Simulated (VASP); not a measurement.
SiC, 12 atoms in the cell. The structure is hexagonal, space group P6_3mc (No. 186). Conventional cell: a = 3.095 Å, b = 3.095 Å, c = 15.187 Å, α = 90.00°, β = 90.00°, γ = 120.00°. Si (site symmetry 3m) has 4 C at 1.89 to 1.90 Å within 2.5 Å. Within 2.5 Å of Si (site symmetry 3m) lie 4 C at 1.89 to 1.90 Å. Within 2.5 Å of Si (site symmetry 3m) lie 4 C at 1.90 Å. C (site symmetry 3m) has 4 Si at 1.89 to 1.90 Å within 2.5 Å. C (site symmetry 3m) has 4 Si at 1.89 to 1.90 Å within 2.5 Å. C (site symmetry 3m) has 4 Si at 1.90 Å within 2.5 Å. 

* Program: VASP 6.6.1
* Task: single point
* Functional: PBE
* Potentials or basis: VASP PAW PBE potentials, release 64 (Si, C)
* Cutoff: 520 eV
* k mesh: 12 × 12 × 2
* Occupations: gaussian, width 0.02 eV
* Spin: no spin polarisation
* Dipole correction: no
* Further INCAR settings: ALGO = Normal; EDIFF = 1e-06; NBANDS = 36

Potentials or basis: VASP PAW PBE potentials, release 64 (Si, C).

Launch:

```console
$ cat potpaw_PBE.64/Si/POTCAR potpaw_PBE.64/C/POTCAR > POTCAR
$ mpirun -np 1 vasp_std > vasp.out
```

Hardware: 1 thread of Intel Xeon 8259CL, on a shared host.

**Question.** How long does it take, and how much memory?

**Answer.** Run time: 3.2 min on 1 thread of Intel Xeon 8259CL, on a shared host, peak memory 0.31 GiB. Counts: scf iterations 14, k points 38.
